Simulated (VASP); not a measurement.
TePb, 2 atoms in the cell. Symmetry: Pm-3m, No. 221, cubic system. The conventional cell has a = 4.097 Å, b = 4.097 Å, c = 4.097 Å, α = 90.00°, β = 90.00°, γ = 90.00°. Within 4.7 Å of Pb (site symmetry m-3m) lie 8 Te at 3.55 Å and 6 Pb at 4.10 Å. Te (site symmetry m-3m) has 8 Pb at 3.55 Å and 6 Te at 4.10 Å within 4.7 Å.  This cell differs from its parent crystal: volume scaled by 1.070.

* Program: VASP 6.6.1
* Task: single point
* Functional: PBE
* Potentials or basis: VASP PAW PBE potentials, release 64 (Pb_d, Te)
* Cutoff: 520 eV
* k mesh: 8 × 8 × 8
* Occupations: gaussian, width 0.05 eV
* Spin: no spin polarisation
* Dipole correction: no
* Further INCAR settings: ALGO = Normal; EDIFF = 1e-07; NBANDS = 17

Potentials or basis: VASP PAW PBE potentials, release 64 (Pb_d, Te).

Run with:

```bash
$ cat potpaw_PBE.64/Pb_d/POTCAR potpaw_PBE.64/Te/POTCAR > POTCAR
$ mpirun -np 1 vasp_std > vasp.out
```

Hardware: 1 thread of AMD EPYC 7R13 (shared host).

Problem. Estimate the wall time of this run.

Solution. Wall time 38 s on 1 thread of AMD EPYC 7R13, with other jobs on the host, peak memory 0.16 GiB. Counts: scf iterations 12, k points 35.
